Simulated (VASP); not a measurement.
## Nb: single point with r2SCAN

Nb:

```
Nb
1.0
     0.00000    1.94580    1.94580
     1.94580    0.00000    1.94580
     1.94580    1.94580    0.00000
Nb
1
Direct
  0.00000 0.00000 0.00000
```

This cell differs from its parent crystal: strain -0.080 along x and y, -0.080 along z.

| Quantity | Value |
| --- | --- |
| Program | VASP 6.6.1 |
| Task | single point |
| Functional | r2SCAN |
| Potentials or basis | VASP PAW PBE potentials, release 64 (Nb_sv) |
| Cutoff | 520 eV |
| k mesh | 20 × 20 × 20 |
| Occupations | gaussian, width 0.15 eV |
| Spin | no spin polarisation |

```
Pressure               : 59.5 GPa
Band gap on the k mesh : zero (an odd number of electrons rules out a gap without spin polarisation)
```

Levels at points of the mesh, in eV from the Fermi level:
```
           k point  band 3  band 4  band 5  band 6  band 7  band 8  band 9  band 10
(0.00, 0.00, 0.00)  -30.50  -30.50   -6.96   -0.16   -0.16   -0.16    3.67     3.67
(0.50, 0.00, 0.00)  -30.82  -30.82   -5.12   -0.44   -0.44    2.56    6.45     6.45
(0.50, 0.50, 0.00)  -31.41  -31.41   -5.89   -5.03    5.64    6.50    7.25     7.25
```

Run time: 110 s on 1 thread of AMD EPYC 9R45 96-Core Processor (Zen 5), with other jobs on the host, peak memory 0.13 GiB.

Caveat: the cell differs from its parent crystal (strain -0.080 along x and y, -0.080 along z); the cell stands under pressure; the PAW data sets were made with another functional, which shifts forces and pressure a little.
